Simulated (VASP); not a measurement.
# GaN (Fm-3m) in VASP: further runs, part 2 of 2

VASP 6.6.1. The steps go on from the part before.

## Step 3: Single point, LDA

This run uses another cell than the first one, of 10.12 Å³/atom, 1.040 times its volume.

INCAR reads:

```
SYSTEM = GaN
  ALGO = Normal
  EDIFF = 1E-6
  ENCUT = 600
  GGA_COMPAT = .FALSE.
  ISIF = 2
  ISMEAR = 0
  LASPH = .TRUE.
  LCHARG = .FALSE.
  LREAL = .FALSE.
  LWAVE = .FALSE.
  NBANDS = 16
  NELM = 120
  PREC = Accurate
  SIGMA = 0.01
```

KPOINTS reads:

```
k-points
0
G
  8 8 8
  0 0 0
```

POSCAR reads:

```
GaN
1.0
    0.0000000000      2.1633334196      2.1633334196
    2.1633334196      0.0000000000      2.1633334196
    2.1633334196      2.1633334196      0.0000000000
Ga N
1 1
Direct
    0.0000000000      0.0000000000      0.0000000000
    0.5000000000      0.5000000000      0.5000000000
```

Potentials or basis: VASP PAW LDA potentials, release 64 (Ga_d, N).

Command:

```bash
cat potpaw_LDA.64/Ga_d/POTCAR potpaw_LDA.64/N/POTCAR > POTCAR
mpirun -np 1 vasp_std > vasp.out
```

OUTCAR:

```text
SYSTEM = GaN
   EDIFF = 1E-6
   ENCUT = 600
   ISIF = 2
   ISMEAR = 0
   LASPH = .TRUE.
   LREAL = .FALSE.
   NELM = 120
   PREC = Accurate

 ion  position               nearest neighbor table
   1  0.000  0.000  0.000-   2 2.16   2 2.16   2 2.16   2 2.16   2 2.16   2 2.16
   2  0.500  0.500  0.500-   1 2.16   1 2.16   1 2.16   1 2.16   1 2.16   1 2.16

  LATTYP: Found a face centered cubic cell.
 ALAT       =     4.3266668392

  Lattice vectors:

 A1 = (   0.0000000000,   2.1633334196,   2.1633334196)
 A2 = (   2.1633334196,   0.0000000000,   2.1633334196)
 A3 = (   2.1633334196,   2.1633334196,   0.0000000000)

Analysis of symmetry for initial positions (statically):
=====================================================================
 Subroutine PRICEL returns:
 Original cell was already a primitive cell.

 Routine SETGRP: Setting up the symmetry group for a
 face centered cubic supercell.

 Subroutine GETGRP returns: Found 48 space group operations
 (whereof 48 operations were pure point group operations)
 out of a pool of 48 trial point group operations.

The static configuration has the point symmetry O_h .

Analysis of symmetry for dynamics (positions and initial velocities):
=====================================================================
 Subroutine PRICEL returns:
 Original cell was already a primitive cell.

 Routine SETGRP: Setting up the symmetry group for a
 face centered cubic supercell.

 Subroutine GETGRP returns: Found 48 space group operations
 (whereof 48 operations were pure point group operations)
 out of a pool of 48 trial point group operations.

The dynamic configuration has the point symmetry O_h .

 Subroutine INISYM returns: Found 48 space group operations
 (whereof 48 operations are pure point group operations),
 and found     1 'primitive' translations

----------------------------------------------------------------------------------------

                                     Primitive cell

  volume of cell :      20.2489

  direct lattice vectors                    reciprocal lattice vectors
     0.000000000  2.163333420  2.163333420    -0.231124798  0.231124798  0.231124798
     2.163333420  0.000000000  2.163333420     0.231124798 -0.231124798  0.231124798
     2.163333420  2.163333420  0.000000000     0.231124798  0.231124798 -0.231124798

  length of vectors
     3.059415462  3.059415462  3.059415462     0.400319893  0.400319893  0.400319893

  position of ions in fractional coordinates (direct lattice)
     0.000000000  0.000000000  0.000000000
     0.500000000  0.500000000  0.500000000

  ion indices of the primitive-cell ions
   primitive index   ion index
                 1           1
                 2           2

----------------------------------------------------------------------------------------

 KPOINTS: k-points

Automatic generation of k-mesh.
 Grid dimensions read from file:
 generate k-points for:    8    8    8

 Generating k-lattice:

  Cartesian coordinates                     Fractional coordinates (reciprocal lattice)
    -0.028890600  0.028890600  0.028890600     0.125000000  0.000000000  0.000000000
     0.028890600 -0.028890600  0.028890600     0.000000000  0.125000000  0.000000000
     0.028890600  0.028890600 -0.028890600     0.000000000  0.000000000  0.125000000

  Length of vectors
     0.050039987  0.050039987  0.050039987

  Shift w.r.t. Gamma in fractional coordinates (k-lattice)
     0.000000000  0.000000000  0.000000000

 Subroutine IBZKPT returns following result:
 ===========================================

 Found     29 irreducible k-points:

 Following reciprocal coordinates:
            Coordinates               Weight
  0.000000  0.000000  0.000000      1.000000
  0.125000  0.000000  0.000000      8.000000
  0.250000  0.000000  0.000000      8.000000
  0.375000  0.000000  0.000000      8.000000
  0.500000  0.000000  0.000000      4.000000
  0.125000  0.125000  0.000000      6.000000
[... 16 lines left out ...]
  0.500000  0.250000  0.125000     48.000000
 -0.375000  0.250000  0.125000     24.000000
 [... further k-points ...]
   k-points           NKPTS =     29   k-points in BZ     NKDIM =     29   number of bands    NBANDS=     16
   number of dos      NEDOS =    301   number of ions     NIONS =      2
   total plane-waves  NPLWV =  13824
   dimension x,y,z NGX =    24 NGY =   24 NGZ =   24
   dimension x,y,z NGXF=    48 NGYF=   48 NGZF=   48
   ions per type =               1   1
   NGX,Y,Z   is equivalent  to a cutoff of  13.04, 13.04, 13.04 a.u.
   NGXF,Y,Z  is equivalent  to a cutoff of  26.08, 26.08, 26.08 a.u.
 SYSTEM =  GaN
   PREC   = accura    normal or accurate (medium, high low for compatibility)
   ISTART =      0    job   : 0-new  1-cont  2-samecut
   ICHARG =      2    charge: 1-file 2-atom 10-const
   ISPIN  =      1    spin polarized calculation?
   LNONCOLLINEAR =      F non collinear calculations
   LSORBIT =      F    spin-orbit coupling
   LASPH  =      T    aspherical Exc in radial PAW
   ENCUT  =  600.0 eV  44.10 Ry    6.64 a.u.   6.11  6.11  6.11*2*pi/ulx,y,z
   NELM   =    120;   NELMIN=  2; NELMDL= -5     # of ELM steps
   EDIFF  = 0.1E-05   stopping-criterion for ELM
   LREAL  =      F    real-space projection
   EDIFFG = 0.1E-04   stopping-criterion for IOM
   NSW    =      0    number of steps for IOM
   IBRION =     -1    ionic relax: 0-MD 1-quasi-New 2-CG
   NFREE  =      0    steps in history (QN), initial steepest desc. (CG)
   ISIF   =      2    stress and relaxation
   ISYM   =      2    0-nonsym 1-usesym 2-fastsym
   POTIM  = 0.5000    time-step for ionic-motion
   TEBEG  =    0.0;   TEEND  =   0.0 temperature during run
   PSTRESS=    0.0 pullay stress
   NELECT =      18.0000    total number of electrons
   NUPDOWN=      -1.0000    fix difference up-down
   EMIN   =  10.00;   EMAX   =-10.00  energy-range for DOS
   EFERMI =   0.00;   METHOD = LEGACY
   ISMEAR =     0;   SIGMA  =   0.01  broadening in eV -4-tet -1-fermi 0-gaus
   EFERMI_NEDOS =   21; number of points for ismear=-14 and -15
   IALGO  =     38    algorithm
   IMIX   =      4    mixing-type and parameters
     AMIX     =   0.40;   BMIX     =  1.00
     AMIX_MAG =   1.60;   BMIX_MAG =  1.00
  volume/ion in A,a.u.               =      10.12        68.32
  Fermi-wavevector in a.u.,A,eV,Ry     =   1.574100  2.974617 33.712373  2.477790
  Thomas-Fermi vector in A             =   2.675285
   LORBIT       =      0    0 simple, 1 ext, 2 COOP (PROOUT), +10 PAW based schemes
   GGA     = CA    functional components
   LHFCALC =     F    Hartree Fock is set to
   AEXX    =    0.0000 exact exchange contribution
   IVDW    =     0    specifies the selected vdW correction
   LEPSILON=     F    determine dielectric tensor
   LRPA    =     F    only Hartree local field effects (RPA)
 non-spin polarized calculation
 Gauss-broadening in eV      SIGMA  =   0.01
  energy-cutoff  :      600.00
  volume of cell :       20.25
 maximum number of plane-waves:       692
   NGX = 13   NGY = 13   NGZ = 13

 number of electron      17.9999990 magnetization

 Free energy of the ion-electron system (eV)
  ---------------------------------------------------
  ext. energy  EPLUGINS =         0.00000000
  ---------------------------------------------------
  free energy    TOTEN  =       -12.95916110 eV

  energy without entropy =      -12.95904960  energy(sigma->0) =      -12.95910535

 E-fermi :   6.8070     XC(G=0): -13.0817

 val. band max:        6.7959916947   @ k =  -0.2500   0.1250   0.0000
 cond. band min:       6.8074320655   @ k =   0.5000   0.5000   0.0000
 fundamental gap:      0.0114403709
 Fermi energy:         6.8070127284

 k-point     1 :       0.0000    0.0000    0.0000
  band No.  band energies     occupation
      1      -9.7005      2.00000
      2      -7.3018      2.00000
      3      -7.3018      2.00000
      4      -7.3018      2.00000
      5      -7.2210      2.00000
      6      -7.2210      2.00000
[... 8 lines left out ...]
     15      21.3741      0.00000
     16      21.3741      0.00000

 k-point     2 :       0.1250    0.0000    0.0000
  band No.  band energies     occupation
      1      -9.4146      2.00000
      2      -7.3098      2.00000
      3      -7.2921      2.00000
      4      -7.2921      2.00000
      5      -7.2327      2.00000
      6      -7.2327      2.00000
[... 8 lines left out ...]
     15      22.2503      0.00000
     16      22.2503      0.00000
[... 387 lines left out ...]
      5      -7.1336      2.00000
      6      -6.0330      2.00000
[... 8 lines left out ...]
     15      26.9719      0.00000
     16      28.5430      0.00000

 k-point    24 :      -0.3750    0.2500    0.1250
  band No.  band energies     occupation
      1      -8.0361      2.00000
      2      -7.3783      2.00000
      3      -7.3130      2.00000
      4      -7.2469      2.00000
      5      -7.1090      2.00000
      6      -5.4620      2.00000
[... 8 lines left out ...]
     15      24.9187      0.00000
     16      29.4475      0.00000

 [... further k-points ...]
[... 5 lines left out ...]
  --------------------------------------------------------------------------------------
  -------------------------------------------------------------------------------------
  Total       -2.4121781     -2.4121781     -2.4121781      0.0000000     -0.0000000      0.0000000
  in kB     -190.8620448   -190.8620448   -190.8620448      0.0000000     -0.0000000      0.0000000
  external PRESSURE =    -190.8620448 kB  Pullay stress =       0.0000000 kB

 VOLUME and BASIS-vectors are now :
 -----------------------------------------------------------------------------
  energy-cutoff  :      600.00
  volume of cell :       20.25
      direct lattice vectors                 reciprocal lattice vectors
     0.000000000  2.163333420  2.163333420    -0.231124798  0.231124798  0.231124798
     2.163333420  0.000000000  2.163333420     0.231124798 -0.231124798  0.231124798
     2.163333420  2.163333420  0.000000000     0.231124798  0.231124798 -0.231124798

 POSITION                                       TOTAL-FORCE (eV/Angst)
 -----------------------------------------------------------------------------------
      0.00000      0.00000      0.00000         0.000000      0.000000      0.000000
      2.16333      2.16333      2.16333         0.000000      0.000000      0.000000
 -----------------------------------------------------------------------------------
    total drift:                                0.000000     -0.000000     -0.000000

  FREE ENERGIE OF THE ION-ELECTRON SYSTEM (eV)
  ---------------------------------------------------
  free  energy   TOTEN  =       -12.9591610956 eV

  energy  without entropy=      -12.9590495977  energy(sigma->0) =      -12.95910535
```

Run time: 7.5 s. Hardware: 1 thread of Intel Xeon 6975P-C, shared host; peak memory 0.13 GiB.

Results:

```yaml
Free_energy: -12.9592 eV
Pressure: -19.1 GPa
Band_gap_on_the_k_mesh: 0.01 eV, indirect (least direct gap 1.98 eV)
```

## Step 4: Single point, LDA

This run uses another cell than the first one, of 10.32 Å³/atom, 1.060 times its volume.

INCAR reads:

```
PREC = Accurate
ENCUT = 600
EDIFF = 1E-6
ISMEAR = 0
SIGMA = 0.01
LREAL = F
LASPH = T
NELM = 120
ALGO = Normal
ISIF = 2
LWAVE = F
LCHARG = F
GGA = CA
NBANDS = 16
GGA_COMPAT = F
```

KPOINTS reads:

```
Automatic mesh
0
Gamma
  8 8 8
```

POSCAR reads:

```
GaN
1.0
    0.0000000000      2.1771129849      2.1771129849
    2.1771129849      0.0000000000      2.1771129849
    2.1771129849      2.1771129849      0.0000000000
Ga N
1 1
Direct
    0.0000000000      0.0000000000      0.0000000000
    0.5000000000      0.5000000000      0.5000000000
```

Potentials or basis: VASP PAW LDA potentials, release 64 (Ga_d, N).

Command:

```bash
cat potpaw_LDA.64/Ga_d/POTCAR potpaw_LDA.64/N/POTCAR > POTCAR
mpirun -np 1 vasp_std > vasp.out
```

OUTCAR:

```text
PREC = Accurate
   ENCUT = 600
   EDIFF = 1E-6
   ISMEAR = 0
   LREAL = F
   LASPH = T
   NELM = 120
   ISIF = 2
   GGA = CA

 ion  position               nearest neighbor table
   1  0.000  0.000  0.000-   2 2.18   2 2.18   2 2.18   2 2.18   2 2.18   2 2.18
   2  0.500  0.500  0.500-   1 2.18   1 2.18   1 2.18   1 2.18   1 2.18   1 2.18

  LATTYP: Found a face centered cubic cell.
 ALAT       =     4.3542259698

  Lattice vectors:

 A1 = (   0.0000000000,   2.1771129849,   2.1771129849)
 A2 = (   2.1771129849,   0.0000000000,   2.1771129849)
 A3 = (   2.1771129849,   2.1771129849,   0.0000000000)

Analysis of symmetry for initial positions (statically):
=====================================================================
 Subroutine PRICEL returns:
 Original cell was already a primitive cell.

 Routine SETGRP: Setting up the symmetry group for a
 face centered cubic supercell.

 Subroutine GETGRP returns: Found 48 space group operations
 (whereof 48 operations were pure point group operations)
 out of a pool of 48 trial point group operations.

The static configuration has the point symmetry O_h .

Analysis of symmetry for dynamics (positions and initial velocities):
[... 155 lines left out ...]
  ---------------------------------------------------
  free energy    TOTEN  =       -12.91012388 eV

  energy without entropy =      -12.90998742  energy(sigma->0) =      -12.91005565

 E-fermi :   6.5690     XC(G=0): -12.9757

 val. band max:        6.5608622122   @ k =  -0.2500   0.1250   0.0000
 cond. band min:       7.6260470802   @ k =   0.3750   0.3750   0.0000
 fundamental gap:      1.0651848680
 Fermi energy:         6.5689964107

 k-point     1 :       0.0000    0.0000    0.0000
  band No.  band energies     occupation
      1      -9.7541      2.00000
      2      -7.5246      2.00000
      3      -7.5246      2.00000
      4      -7.5246      2.00000
      5      -7.4479      2.00000
      6      -7.4479      2.00000
[... 433 lines left out ...]
      3      -7.5326      2.00000
      4      -7.4703      2.00000
      5      -7.3416      2.00000
      6      -5.6665      2.00000
[... 8 lines left out ...]
     15      24.4946      0.00000
     16      28.9917      0.00000

 [... further k-points ...]
[... 5 lines left out ...]
  --------------------------------------------------------------------------------------
  -------------------------------------------------------------------------------------
  Total       -2.7851135     -2.7851135     -2.7851135     -0.0000000     -0.0000000      0.0000000
  in kB     -216.2123910   -216.2123910   -216.2123910     -0.0000000     -0.0000000      0.0000000
  external PRESSURE =    -216.2123910 kB  Pullay stress =       0.0000000 kB

 VOLUME and BASIS-vectors are now :
 -----------------------------------------------------------------------------
  energy-cutoff  :      600.00
  volume of cell :       20.64
      direct lattice vectors                 reciprocal lattice vectors
     0.000000000  2.177112985  2.177112985    -0.229661944  0.229661944  0.229661944
     2.177112985  0.000000000  2.177112985     0.229661944 -0.229661944  0.229661944
     2.177112985  2.177112985  0.000000000     0.229661944  0.229661944 -0.229661944

 POSITION                                       TOTAL-FORCE (eV/Angst)
 -----------------------------------------------------------------------------------
      0.00000      0.00000      0.00000        -0.000000      0.000000     -0.000000
      2.17711      2.17711      2.17711         0.000000     -0.000000      0.000000
 -----------------------------------------------------------------------------------
    total drift:                                0.000000      0.000000      0.000000

  FREE ENERGIE OF THE ION-ELECTRON SYSTEM (eV)
  ---------------------------------------------------
  free  energy   TOTEN  =       -12.9101238793 eV

  energy  without entropy=      -12.9099874164  energy(sigma->0) =      -12.91005565
```

Run time: 15 s. Hardware: 1 thread of Intel Xeon 6975P-C, shared host; peak memory 0.15 GiB.

Results:

```yaml
Free_energy: -12.9101 eV
Pressure: -21.6 GPa
Band_gap_on_the_k_mesh: zero (band 9 reaches 6.56 eV, above the bottom of band 10 at 6.48 eV)
```

Levels at points of the mesh, in eV from the Fermi level:
| k point | band 5 | band 6 | band 7 | band 8 | band 9 | band 10 | band 11 | band 12 | band 13 | band 14 |
| --- | --- | --- | --- | --- | --- | --- | --- | --- | --- | --- |
| (0.00, 0.00, 0.00) | -14.02 | -14.02 | -0.43 | -0.43 | -0.43 | 1.34 | 14.17 | 14.17 | 14.17 | 14.33 |
| (0.50, 0.00, 0.00) | -13.91 | -13.46 | -7.86 | -0.16 | -0.16 | 4.31 | 8.13 | 8.42 | 8.42 | 15.43 |
| (0.50, 0.50, 0.00) | -13.87 | -11.00 | -6.49 | -2.75 | -2.75 | -0.09 | 7.69 | 10.92 | 13.18 | 13.18 |

## Step 5: Overview

```csv
cell,gap on the mesh (eV),pressure (GPa)
"a = 3.020 Å, angles 60.0°, 2 atoms",0.24,-12.7
"a = 3.059 Å, angles 60.0°, 2 atoms",0.01,-19.1
"a = 3.079 Å, angles 60.0°, 2 atoms",none,-21.6
```

Alike in all rows: task single point; level LDA; potentials or basis VASP PAW LDA potentials, release 64 (Ga_d, N); no spin polarisation; k mesh 8 × 8 × 8; cutoff (eV) 600; smearing gaussian 0.01 eV.

Total energies depend on the potentials used, so only differences within one code and one set of settings carry meaning.
